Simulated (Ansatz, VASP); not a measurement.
# KF in VASP and in Ansatz

INCAR

```
PREC = Accurate
ENCUT = 520
EDIFF = 1E-7
ISMEAR = 0
SIGMA = 0.05
LREAL = False
LASPH = True
NELM = 60
ALGO = Normal
ISIF = 2
LWAVE = False
LCHARG = False
GGA = PS
NBANDS = 15
```

The input KPOINTS:

```
regular mesh
0
Gamma
  8 8 8
```

The input POSCAR:

```
KF
1.0
    3.2611184514      0.0847043754      0.0847043754
    0.0847043754      3.2611184514      0.0847043754
    0.0847043754      0.0847043754      3.2611184514
K F
1 1
Direct
    0.0000000000      0.0000000000      0.0000000000
    0.5000000000      0.5000000000      0.5000000000
```

Input for Ansatz:

```yaml
crystal:
  lattice:
    - [3.2611184514, 0.0847043754, 0.0847043754]
    - [0.0847043754, 3.2611184514, 0.0847043754]
    - [0.0847043754, 0.0847043754, 3.2611184514]
  atoms:
    - { symbol: K, position: [0.0, 0.0, 0.0] }
    - { symbol: F, position: [0.5, 0.5, 0.5] }
basis:
  ecutwfc: 420
kpoints:
  mp_grid: { grid: [8, 8, 8] }
hamiltonian:
  xc: pbesol
scf:
  occupations: { method: gaussian, width: 0.05 }
output:
  forces: true
  stress: true
  eigenvalues: true
```

Alike in both runs: task single point; functional PBEsol; k mesh 8 × 8 × 8; occupations gaussian, width 0.05 eV; no spin polarisation.

|  | VASP | Ansatz |
| --- | --- | --- |
| version | VASP 6.6.1 | Ansatz 0.2.0 |
| potentials or method | VASP PAW PBE potentials, release 64 (K_sv, F), cutoff 520 eV | scalar-relativistic, plane waves, PAW |
| valence electrons in the cell | 16 | 16 |

|  | VASP | Ansatz | Ansatz less VASP |
| --- | --- | --- | --- |
| gap on the k mesh at the Fermi level (eV) | 6.10 | 6.11 | +0.017 |
| least direct gap on the mesh (eV) | 6.13 | 6.15 | +0.016 |
| pressure (GPa) | -2.2 | -2.2 | -0.01 |

VASP's potentials were made for PBE, not for PBEsol.
